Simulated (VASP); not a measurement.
Set up this calculation in VASP 6.6.1, as the native input.

| Property | Result |
| --- | --- |
| Task | G0W0 quasiparticle levels |
| Functional | PBEsol |
| Potentials or basis | VASP PAW PBE potentials, release 64 (Sn_d_GW, S_GW) |
| Cutoff | 500 eV |
| k mesh | 4 × 4 × 2 |
| Occupations | gaussian, width 0.01 eV |
| Spin | no spin polarisation |
| Dipole correction | no |
| GW scheme | G0W0 |
| GW iterations | 1 |
| Cutoff of the response function | 80 |
| Frequency points | 48 |
| Empty bands | 56 |
| Further INCAR settings | ALGO = EVGW0; EDIFF = 1e-08; NBANDS = 69 |

SnS2:

```xyz
3
Lattice="3.6390 0.0000 0.0000 -1.8195 3.1515 0.0000 0.0000 0.0000 5.8680" Properties=species:S:1:pos:R:3 pbc="T T T"
Sn    0.0000    0.0000    0.0000
S     0.0000    2.1010    1.4670
S     1.8195    1.0505    4.4010
```

These files were run (other wordings do the same):

POSCAR

```
SnS2
1.0
    3.6390000000      0.0000000000      0.0000000000
   -1.8195000000      3.1514664440      0.0000000000
    0.0000000000      0.0000000000      5.8680000000
Sn S
1 2
Direct
    0.0000000000      0.0000000000      0.0000000000
    0.3333333333      0.6666666667      0.2500000000
    0.6666666667      0.3333333333      0.7500000000
```

INCAR.step1

```
ALGO     = Normal         # electronic algorithm
EDIFF    = 1E-8           # SCF threshold, eV
ENCUT    = 500            # plane-wave cutoff, eV
GGA      = PS             # functional
ISMEAR   = 0              # smearing method
LASPH    = True           # aspherical terms in the spheres
LCHARG   = False          # write CHGCAR
LREAL    = False          # projectors in reciprocal space
LWAVE    = True           # write WAVECAR
NELM     = 100            # most SCF steps
PREC     = Accurate       # precision mode
SIGMA    = 0.01           # smearing width, eV
```

INCAR.step2

```
ALGO     = Exact          # electronic algorithm
EDIFF    = 1E-8           # SCF threshold, eV
ENCUT    = 500            # plane-wave cutoff, eV
GGA      = PS             # functional
ISMEAR   = 0              # smearing method
ISTART   = 1            
LASPH    = True           # aspherical terms in the spheres
LCHARG   = False          # write CHGCAR
LOPTICS  = True           # frequency-dependent dielectric function
LREAL    = False          # projectors in reciprocal space
LWAVE    = True           # write WAVECAR
NBANDS   = 69             # bands
NELM     = 1              # most SCF steps
PREC     = Accurate       # precision mode
SIGMA    = 0.01           # smearing width, eV
```

INCAR.step3

```
ALGO     = EVGW0          # electronic algorithm
EDIFF    = 1E-8           # SCF threshold, eV
ENCUT    = 500            # plane-wave cutoff, eV
ENCUTGW  = 80.0           # cutoff of the response function
GGA      = PS             # functional
ISMEAR   = 0              # smearing method
ISTART   = 1            
LASPH    = True           # aspherical terms in the spheres
LCHARG   = False          # write CHGCAR
LREAL    = False          # projectors in reciprocal space
LWAVE    = False          # write WAVECAR
NBANDS   = 69             # bands
NBANDSGW = 21           
NELMGW   = 1            
NOMEGA   = 48             # frequency points
PREC     = Accurate       # precision mode
PRECFOCK = Fast         
SIGMA    = 0.01           # smearing width, eV
```

KPOINTS

```
k-points
0
Gamma
  4 4 2
```

Potentials or basis: VASP PAW PBE potentials, release 64 (Sn_d_GW, S_GW).

Command:

```console
$ cat potpaw_PBE.64/Sn_d_GW/POTCAR potpaw_PBE.64/S_GW/POTCAR > POTCAR
$ cp INCAR.step1 INCAR
$ mpirun -np 1 vasp_std > vasp.out
$ cp INCAR.step2 INCAR
$ mpirun -np 1 vasp_std > vasp.out
$ cp INCAR.step3 INCAR
$ mpirun -np 1 vasp_std > vasp.out
```

Results of the run:

| Quantity | Value |
| --- | --- |
| Quasiparticle gap | 2.28 eV |
| Least direct quasiparticle gap | 2.78 eV |
| Band gap of the starting levels on the mesh | 1.41 eV |
| Least direct gap of the starting levels on the mesh | 1.86 eV |

Caveat: the k points lie up to 0.54 Å⁻¹ apart; bands, screening cutoff and mesh are small and nothing is extrapolated, so the quasiparticle values aren't converged; spin-orbit coupling is left out, which moves the levels of the heavy elements.

It took 3 min on 1 thread of AMD EPYC 9R45 96-Core Processor (Zen 5) (shared host), peak memory 0.78 GiB.
